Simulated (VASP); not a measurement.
## Ir: elastic constants with PBEsol

The system is Ir.

```xyz
2
Lattice="2.7514 0.0000 0.0000 -1.3757 2.3828 0.0000 0.0000 0.0000 4.4623" Properties=species:S:1:pos:R:3 pbc="T T T"
Ir    0.0000    1.5885    1.1156
Ir    1.3757    0.7943    3.3467
```

```yaml
Program: VASP 6.6.1
Task: elastic constants
Functional: PBEsol
Potentials_or_basis: VASP PAW PBE potentials, release 64 (Ir)
Cutoff: 600 eV
k_mesh: 8 × 8 × 5
Occupations: fermi-dirac, width 0.05 eV
Spin: no spin polarisation
Dipole_correction: no
Ions_in_elastic_constants: relaxed
Further_INCAR_settings: ALGO = Normal; EDIFF = 1e-08; IBRION = 6; POTIM = 0.015; NSW = 1; ISIF = 3
```

* Voigt bulk modulus: 336 GPa
* Highest phonon frequency at Γ: 185 cm⁻¹

Phonon frequencies in cm⁻¹ (negative: imaginary):
```csv
q point,frequencies
"(0.000, 0.000, 0.000)",0 0 0 112 112 185
```

Elastic tensor in Voigt notation (GPa, in the Cartesian axes of the cell as first typed):
```
544 225 237   0   0   0
225 544 237   0   0   0
237 237 537   0   0   0
  0   0   0  93   0   0
  0   0   0   0  93   0
  0   0   0   0   0 160
```

Clamped-ion elastic tensor (GPa):
```
544 225 237   0   0   0
225 544 237   0   0   0
237 237 537   0   0   0
  0   0   0  93   0   0
  0   0   0   0  93   0
  0   0   0   0   0 160
```

Run time: 3.2 min on 1 thread of Intel(R) Xeon(R) 6975P-C (Granite Rapids), on a shared host, peak memory 0.22 GiB.

Caveat: the cell is under stress, which shifts elastic constants; the PAW data sets were made with another functional, which shifts forces and pressure a little.
